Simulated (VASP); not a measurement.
# NiO (Fm-3m) in VASP: notebook

The runs below take NiO through single point, with r2SCAN.

Everything below comes from runs of VASP 6.6.1. Logs are shortened: lines on timing, memory, paths and dates and some standing lists are left out, and cuts for length are marked.

## (1) The cell of the first run

It takes space group Fm-3m (No. 225, cubic). The conventional cell has a = 4.170 Å, b = 4.170 Å, c = 4.170 Å, α = 90.00°, β = 90.00°, γ = 90.00°. Ni (site symmetry m-3m) has 6 O at 2.08 Å within 2.8 Å. Within 2.8 Å of O (site symmetry m-3m) lie 6 Ni at 2.08 Å.

## (2) Single point, r2SCAN

POSCAR reads:

```
NiO
1.0
    0.0000000000      2.0850000000      2.0850000000
    2.0850000000      0.0000000000      2.0850000000
    2.0850000000      2.0850000000      0.0000000000
Ni O
1 1
Direct
    0.0000000000      0.0000000000      0.0000000000
    0.5000000000      0.5000000000      0.5000000000
```

INCAR.step1 reads:

```
ALGO     = Normal         # electronic algorithm
EDIFF    = 1E-5           # SCF threshold, eV
ENCUT    = 660            # plane-wave cutoff, eV
GGA      = PE             # functional
GGA_COMPAT= False        
ISMEAR   = -1             # smearing method
LASPH    = True           # aspherical terms in the spheres
LCHARG   = False          # write CHGCAR
LREAL    = False          # projectors in reciprocal space
LWAVE    = True           # write WAVECAR
NBANDS   = 15             # bands
NELM     = 120            # most SCF steps
PREC     = Accurate       # precision mode
SIGMA    = 0.1            # smearing width, eV
```

INCAR.step2 reads:

```
ALGO     = Normal         # electronic algorithm
EDIFF    = 1E-6           # SCF threshold, eV
ENCUT    = 660            # plane-wave cutoff, eV
GGA_COMPAT= False        
ISIF     = 2              # what is computed and relaxed
ISMEAR   = -1             # smearing method
ISTART   = 1            
LASPH    = True           # aspherical terms in the spheres
LCHARG   = False          # write CHGCAR
LMIXTAU  = True         
LREAL    = False          # projectors in reciprocal space
LWAVE    = False          # write WAVECAR
METAGGA  = R2SCAN         # meta-GGA
NBANDS   = 15             # bands
NELM     = 120            # most SCF steps
PREC     = Accurate       # precision mode
SIGMA    = 0.1            # smearing width, eV
```

KPOINTS reads:

```
k-points
0
Gamma
  2 2 2
```

Potentials or basis: VASP PAW PBE potentials, release 64 (Ni, O).

The run is started by

```
cat potpaw_PBE.64/Ni/POTCAR potpaw_PBE.64/O/POTCAR > POTCAR
cp INCAR.step1 INCAR
mpirun -np 1 vasp_std > vasp.out
cp INCAR.step2 INCAR
mpirun -np 1 vasp_std > vasp.out
```

OUTCAR:

```text
EDIFF = 1E-6
   ENCUT = 660
   ISIF = 2
   ISMEAR = -1
   ISTART = 1
   LASPH = True
   LREAL = False
   METAGGA = R2SCAN
   NELM = 120
   PREC = Accurate

 ion  position               nearest neighbor table
   1  0.000  0.000  0.000-   2 2.08   2 2.08   2 2.08   2 2.08   2 2.08   2 2.08
   2  0.500  0.500  0.500-   1 2.08   1 2.08   1 2.08   1 2.08   1 2.08   1 2.08

  LATTYP: Found a face centered cubic cell.
 ALAT       =     4.1700000000

  Lattice vectors:

 A1 = (   0.0000000000,   2.0850000000,   2.0850000000)
 A2 = (   2.0850000000,   0.0000000000,   2.0850000000)
 A3 = (   2.0850000000,   2.0850000000,   0.0000000000)

Analysis of symmetry for initial positions (statically):
=====================================================================
 Subroutine PRICEL returns:
 Original cell was already a primitive cell.

 Routine SETGRP: Setting up the symmetry group for a
 face centered cubic supercell.

 Subroutine GETGRP returns: Found 48 space group operations
 (whereof 48 operations were pure point group operations)
 out of a pool of 48 trial point group operations.

The static configuration has the point symmetry O_h .

Analysis of symmetry for dynamics (positions and initial velocities):
=====================================================================
 Subroutine PRICEL returns:
 Original cell was already a primitive cell.

 Routine SETGRP: Setting up the symmetry group for a
 face centered cubic supercell.

 Subroutine GETGRP returns: Found 48 space group operations
 (whereof 48 operations were pure point group operations)
 out of a pool of 48 trial point group operations.

The dynamic configuration has the point symmetry O_h .

 Subroutine INISYM returns: Found 48 space group operations
 (whereof 48 operations are pure point group operations),
 and found     1 'primitive' translations

----------------------------------------------------------------------------------------

                                     Primitive cell

  volume of cell :      18.1279

  direct lattice vectors                    reciprocal lattice vectors
     0.000000000  2.085000000  2.085000000    -0.239808153  0.239808153  0.239808153
     2.085000000  0.000000000  2.085000000     0.239808153 -0.239808153  0.239808153
     2.085000000  2.085000000  0.000000000     0.239808153  0.239808153 -0.239808153

  length of vectors
     2.948635278  2.948635278  2.948635278     0.415359906  0.415359906  0.415359906

  position of ions in fractional coordinates (direct lattice)
     0.000000000  0.000000000  0.000000000
     0.500000000  0.500000000  0.500000000

  ion indices of the primitive-cell ions
   primitive index   ion index
                 1           1
                 2           2

----------------------------------------------------------------------------------------

 KPOINTS: k-points

Automatic generation of k-mesh.
 Grid dimensions read from file:
 generate k-points for:    2    2    2

 Generating k-lattice:

  Cartesian coordinates                     Fractional coordinates (reciprocal lattice)
    -0.119904077  0.119904077  0.119904077     0.500000000  0.000000000  0.000000000
     0.119904077 -0.119904077  0.119904077     0.000000000  0.500000000  0.000000000
     0.119904077  0.119904077 -0.119904077     0.000000000  0.000000000  0.500000000

  Length of vectors
     0.207679953  0.207679953  0.207679953

  Shift w.r.t. Gamma in fractional coordinates (k-lattice)
     0.000000000  0.000000000  0.000000000

 Subroutine IBZKPT returns following result:
 ===========================================

 Found      3 irreducible k-points:

 Following reciprocal coordinates:
            Coordinates               Weight
  0.000000  0.000000  0.000000      1.000000
  0.500000  0.000000  0.000000      4.000000
  0.500000  0.500000  0.000000      3.000000
   k-points           NKPTS =      3   k-points in BZ     NKDIM =      3   number of bands    NBANDS=     15
   number of dos      NEDOS =    301   number of ions     NIONS =      2
   total plane-waves  NPLWV =  21952
   dimension x,y,z NGX =    28 NGY =   28 NGZ =   28
   dimension x,y,z NGXF=    56 NGYF=   56 NGZF=   56
   ions per type =               1   1
   NGX,Y,Z   is equivalent  to a cutoff of  15.79, 15.79, 15.79 a.u.
   NGXF,Y,Z  is equivalent  to a cutoff of  31.57, 31.57, 31.57 a.u.
 SYSTEM =  unknown system
   PREC   = accura    normal or accurate (medium, high low for compatibility)
   ISTART =      1    job   : 0-new  1-cont  2-samecut
   ICHARG =      0    charge: 1-file 2-atom 10-const
   ISPIN  =      1    spin polarized calculation?
   LNONCOLLINEAR =      F non collinear calculations
   LSORBIT =      F    spin-orbit coupling
   LASPH  =      T    aspherical Exc in radial PAW
   ENCUT  =  660.0 eV  48.51 Ry    6.96 a.u.   6.18  6.18  6.18*2*pi/ulx,y,z
   NELM   =    120;   NELMIN=  2; NELMDL=  0     # of ELM steps
   EDIFF  = 0.1E-05   stopping-criterion for ELM
   LREAL  =      F    real-space projection
   EDIFFG = 0.1E-04   stopping-criterion for IOM
   NSW    =      0    number of steps for IOM
   IBRION =     -1    ionic relax: 0-MD 1-quasi-New 2-CG
   NFREE  =      0    steps in history (QN), initial steepest desc. (CG)
   ISIF   =      2    stress and relaxation
   ISYM   =      2    0-nonsym 1-usesym 2-fastsym
   POTIM  = 0.5000    time-step for ionic-motion
   TEBEG  =    0.0;   TEEND  =   0.0 temperature during run
   PSTRESS=    0.0 pullay stress
   NELECT =      16.0000    total number of electrons
   NUPDOWN=      -1.0000    fix difference up-down
   EMIN   =  10.00;   EMAX   =-10.00  energy-range for DOS
   EFERMI =   0.00;   METHOD = LEGACY
   ISMEAR =    -1;   SIGMA  =   0.10  broadening in eV -4-tet -1-fermi 0-gaus
   EFERMI_NEDOS =   21; number of points for ismear=-14 and -15
   IALGO  =     38    algorithm
   IMIX   =      4    mixing-type and parameters
     AMIX     =   0.40;   BMIX     =  1.00
     AMIX_MAG =   1.60;   BMIX_MAG =  1.00
  volume/ion in A,a.u.               =       9.06        61.17
  Fermi-wavevector in a.u.,A,eV,Ry     =   1.570358  2.967547 33.552312  2.466025
  Thomas-Fermi vector in A             =   2.672104
   LORBIT       =      0    0 simple, 1 ext, 2 COOP (PROOUT), +10 PAW based schemes
   METAGGA = R2SCAN    functional components
   LHFCALC =     F    Hartree Fock is set to
   AEXX    =    0.0000 exact exchange contribution
   IVDW    =     0    specifies the selected vdW correction
   LEPSILON=     F    determine dielectric tensor
   LRPA    =     F    only Hartree local field effects (RPA)
 non-spin polarized calculation
  energy-cutoff  :      660.00
  volume of cell :       18.13
 maximum number of plane-waves:       725
 NGX is ok and might be reduce to    28
   NGX = 13   NGY = 13   NGZ = 13

 number of electron      15.9999996 magnetization

 Free energy of the ion-electron system (eV)
  ---------------------------------------------------
  ext. energy  EPLUGINS =         0.00000000
  ---------------------------------------------------
  free energy    TOTEN  =       -19.64540790 eV

  energy without entropy =      -19.64513400  energy(sigma->0) =      -19.64527095

 E-fermi :   8.4997     XC(G=0): -13.3896

 val. band max:        7.6341565512   @ k =   0.5000   0.5000   0.0000
 cond. band min:       9.4606283397   @ k =   0.5000   0.0000   0.0000
 fundamental gap:      1.8264717885
 Fermi energy:         8.4996742827

 k-point     1 :       0.0000    0.0000    0.0000
  band No.  band energies     occupation
      1     -13.8717      2.00000
      2       4.4115      2.00000
      3       4.4115      2.00000
      4       4.4115      2.00000
      5       5.9862      2.00000
      6       5.9862      2.00000
      7       5.9863      2.00000
      8       6.6957      2.00000
      9       6.6958      2.00000
     10       9.9646      0.00000
     11      26.4099      0.00000
     12      27.6468      0.00000
     13      27.6468      0.00000
     14      27.6468      0.00000
     15      31.6155      0.00000

 k-point     2 :       0.5000    0.0000    0.0000
  band No.  band energies     occupation
      1     -12.5673      2.00000
      2      -0.6331      2.00000
      3       2.1886      2.00000
      4       2.1887      2.00000
      5       6.8357      2.00000
      6       6.8358      2.00000
      7       7.1798      2.00000
      8       9.4606      0.00013
      9       9.4607      0.00013
     10      14.0640      0.00000
     11      18.7139      0.00000
     12      22.8148      0.00000
     13      22.8148      0.00000
     14      30.2852      0.00000
     15      34.9397      0.00000

 k-point     3 :       0.5000    0.5000    0.0000
  band No.  band energies     occupation
      1     -12.5039      2.00000
      2       0.5594      2.00000
      3       3.1211      2.00000
      4       3.1211      2.00000
      5       5.0262      2.00000
      6       7.0745      2.00000
      7       7.0745      2.00000
      8       7.1023      2.00000
      9       7.6342      1.99965
     10      14.8980      0.00000
     11      19.2117      0.00000
     12      20.8462      0.00000
     13      25.6348      0.00000
     14      25.6348      0.00000
     15      37.7943      0.00000

------------------------ aborting loop because EDIFF is reached ----------------------------------------

  FORCE on cell =-STRESS in cart. coord.  units (eV):
  Direction    XX          YY          ZZ          XY          YZ          ZX
  --------------------------------------------------------------------------------------
  -------------------------------------------------------------------------------------
  Total       -1.8348828     -1.8348828     -1.8348828     -0.0000000     -0.0000000      0.0000000
  in kB     -162.1700807   -162.1700807   -162.1700807     -0.0000000     -0.0000000      0.0000000
  external PRESSURE =    -162.1700807 kB  Pullay stress =       0.0000000 kB

 VOLUME and BASIS-vectors are now :
 -----------------------------------------------------------------------------
  energy-cutoff  :      660.00
  volume of cell :       18.13
      direct lattice vectors                 reciprocal lattice vectors
     0.000000000  2.085000000  2.085000000    -0.239808153  0.239808153  0.239808153
     2.085000000  0.000000000  2.085000000     0.239808153 -0.239808153  0.239808153
     2.085000000  2.085000000  0.000000000     0.239808153  0.239808153 -0.239808153

 POSITION                                       TOTAL-FORCE (eV/Angst)
 -----------------------------------------------------------------------------------
      0.00000      0.00000      0.00000         0.000000     -0.000000     -0.000000
      2.08500      2.08500      2.08500        -0.000000      0.000000      0.000000
 -----------------------------------------------------------------------------------
    total drift:                                0.000000      0.000000      0.000000

  FREE ENERGIE OF THE ION-ELECTRON SYSTEM (eV)
  ---------------------------------------------------
  free  energy   TOTEN  =       -19.6454079026 eV

  energy  without entropy=      -19.6451339971  energy(sigma->0) =      -19.64527095
```

Run time: 14 s. Hardware: 1 thread of AMD EPYC 7R43 (Zen 3), shared host; peak memory 0.12 GiB.

What came out:

* Free energy: -19.6454 eV
* Pressure: -16.2 GPa
* Band gap on the k mesh: zero (band 8 reaches 9.46 eV, above the bottom of band 9 at 6.70 eV)

Caveat: the k points lie up to 1.30 Å⁻¹ apart; the PAW data sets were made with another functional, which shifts forces and pressure a little; the run has no spin polarisation, though such a crystal can be magnetic; semilocal functionals often make such compounds metallic where correlation or magnetic order opens a gap, which also shifts bond lengths.

## (3) Single point, r2SCAN, collinear spin, ferromagnetic start

POSCAR is that of step 2.

INCAR.step1 reads:

```
  ALGO = Normal
  EDIFF = 1E-5
  ENCUT = 660
  GGA = PE
  GGA_COMPAT = False
  ISMEAR = -1
  ISPIN = 2
  LASPH = True
  LCHARG = False
  LMAXMIX = 4
  LREAL = False
  LWAVE = True
  MAGMOM = 2 0
  NBANDS = 19
  NELM = 200
  PREC = Accurate
  SIGMA = 0.1
```

INCAR.step2 reads:

```
  ALGO = Normal
  EDIFF = 1E-6
  ENCUT = 660
  GGA_COMPAT = False
  ISIF = 2
  ISMEAR = -1
  ISPIN = 2
  ISTART = 1
  LASPH = True
  LCHARG = True
  LELF = True
  LMAXMIX = 4
  LMIXTAU = True
  LORBIT = 11
  LREAL = False
  LVHAR = True
  LWAVE = False
  MAGMOM = 2 0
  METAGGA = R2SCAN
  NBANDS = 19
  NELM = 200
  PREC = Accurate
  SIGMA = 0.1
```

KPOINTS is that of step 2.

Potentials or basis: VASP PAW PBE potentials, release 64 (Ni, O).

The run is started by

```
cat potpaw_PBE.64/Ni/POTCAR potpaw_PBE.64/O/POTCAR > POTCAR
cp INCAR.step1 INCAR
mpirun -np 1 vasp_std > vasp.out
cp INCAR.step2 INCAR
mpirun -np 1 vasp_std > vasp.out
```

It took 26 s on 1 thread of AMD EPYC 7R43 (Zen 3), shared host; peak memory 0.15 GiB.

The run converged. Its results:

- Free energy: -19.6454 eV
- Pressure: -16.2 GPa
- Band gap on the k mesh: zero (filled and empty bands overlap)
- Net moment: 0.00 μB per cell
- Valence electrons inside the program's atomic spheres: Ni 9.10; O 4.98

Levels at points of the mesh, in eV from the Fermi level:
Spin up:
```csv
k point,band 6,band 7,band 8,band 9,band 10,band 11,band 12,band 13
"(0.00, 0.00, 0.00)",-2.51,-2.51,-1.80,-1.80,1.46,17.91,19.15,19.15
"(0.50, 0.00, 0.00)",-1.66,-1.32,0.96,0.96,5.56,10.21,14.32,14.32
"(0.50, 0.50, 0.00)",-1.43,-1.43,-1.40,-0.87,6.40,10.71,12.35,17.14
```
Spin down:
```tsv
k point	band 7	band 8	band 9	band 10	band 11	band 12
(0.00, 0.00, 0.00)	-2.51	-1.80	-1.80	1.46	17.91	19.15
(0.50, 0.00, 0.00)	-1.32	0.96	0.96	5.56	10.21	14.32
(0.50, 0.50, 0.00)	-1.43	-1.40	-0.87	6.40	10.71	12.35
```

Caveat: the k points lie up to 1.30 Å⁻¹ apart; the starting moments collapsed, and a magnetic state may lie lower; the PAW data sets were made with another functional, which shifts forces and pressure a little; semilocal functionals often make such compounds metallic where correlation or magnetic order opens a gap, which also shifts bond lengths. With open d or f shells a metallic result of r2SCAN can be an artefact of self-interaction; +U or a hybrid may open a gap.

## (4) Single point, r2SCAN, collinear spin, ferromagnetic start

POSCAR is that of step 3.

INCAR.step1 reads:

```
SYSTEM = NiO
ALGO = Normal
EDIFF = 1E-5
ENCUT = 660
GGA = PE
GGA_COMPAT = .FALSE.
ISMEAR = -1
ISPIN = 2
LASPH = .TRUE.
LCHARG = .FALSE.
LMAXMIX = 4
LREAL = .FALSE.
LWAVE = .TRUE.
MAGMOM = 2 0
NBANDS = 19
NELM = 200
PREC = Accurate
SIGMA = 0.1
```

INCAR.step2 reads:

```
SYSTEM = NiO
ALGO = Normal
EDIFF = 1E-6
ENCUT = 660
GGA_COMPAT = .FALSE.
ISIF = 2
ISMEAR = -1
ISPIN = 2
ISTART = 1
LASPH = .TRUE.
LCHARG = .FALSE.
LMAXMIX = 4
LMIXTAU = .TRUE.
LORBIT = 11
LREAL = .FALSE.
LWAVE = .FALSE.
MAGMOM = 2 0
METAGGA = R2SCAN
NBANDS = 19
NELM = 200
PREC = Accurate
SIGMA = 0.1
```

KPOINTS reads:

```
k-points
0
G
  2 2 2
  0 0 0
```

The run is started by

```
cat potpaw_PBE.64/Ni/POTCAR potpaw_PBE.64/O/POTCAR > POTCAR
cp INCAR.step1 INCAR
mpirun -np 1 vasp_std > vasp.out
cp INCAR.step2 INCAR
mpirun -np 1 vasp_std > vasp.out
```

Run time: 24 s. Hardware: 1 thread of AMD EPYC 7R43 (Zen 3), shared host; peak memory 0.14 GiB.

Results (log left out):

```yaml
Free_energy: -19.6454 eV
Pressure: -16.2 GPa
Band_gap_on_the_k_mesh: zero (filled and empty bands overlap)
Net_moment: 0.00 μB per cell
Valence_electrons_inside_the_program's_atomic_spheres: Ni 9.10; O 4.98
```

Levels at points of the mesh, in eV from the Fermi level:
Spin up:
| k point | band 5 | band 6 | band 7 | band 8 | band 9 | band 10 | band 11 | band 12 | band 13 | band 14 |
| --- | --- | --- | --- | --- | --- | --- | --- | --- | --- | --- |
| (0.00, 0.00, 0.00) | -2.51 | -2.51 | -2.51 | -1.80 | -1.80 | 1.46 | 17.91 | 19.15 | 19.15 | 19.15 |
| (0.50, 0.00, 0.00) | -1.66 | -1.66 | -1.32 | 0.96 | 0.96 | 5.56 | 10.21 | 14.32 | 14.32 | 21.79 |
| (0.50, 0.50, 0.00) | -3.47 | -1.43 | -1.43 | -1.40 | -0.87 | 6.40 | 10.71 | 12.35 | 17.14 | 17.14 |
Spin down:
| k point | band 6 | band 7 | band 8 | band 9 | band 10 | band 11 | band 12 | band 13 |
| --- | --- | --- | --- | --- | --- | --- | --- | --- |
| (0.00, 0.00, 0.00) | -2.51 | -2.51 | -1.80 | -1.80 | 1.46 | 17.91 | 19.15 | 19.15 |
| (0.50, 0.00, 0.00) | -1.66 | -1.32 | 0.96 | 0.96 | 5.56 | 10.21 | 14.32 | 14.32 |
| (0.50, 0.50, 0.00) | -1.43 | -1.43 | -1.40 | -0.87 | 6.40 | 10.71 | 12.35 | 17.14 |

Caveat: the k points lie up to 1.30 Å⁻¹ apart; the starting moments collapsed, and a magnetic state may lie lower; the PAW data sets were made with another functional, which shifts forces and pressure a little; semilocal functionals often make such compounds metallic where correlation or magnetic order opens a gap, which also shifts bond lengths. With open d or f shells a metallic result of r2SCAN can be an artefact of self-interaction; +U or a hybrid may open a gap.
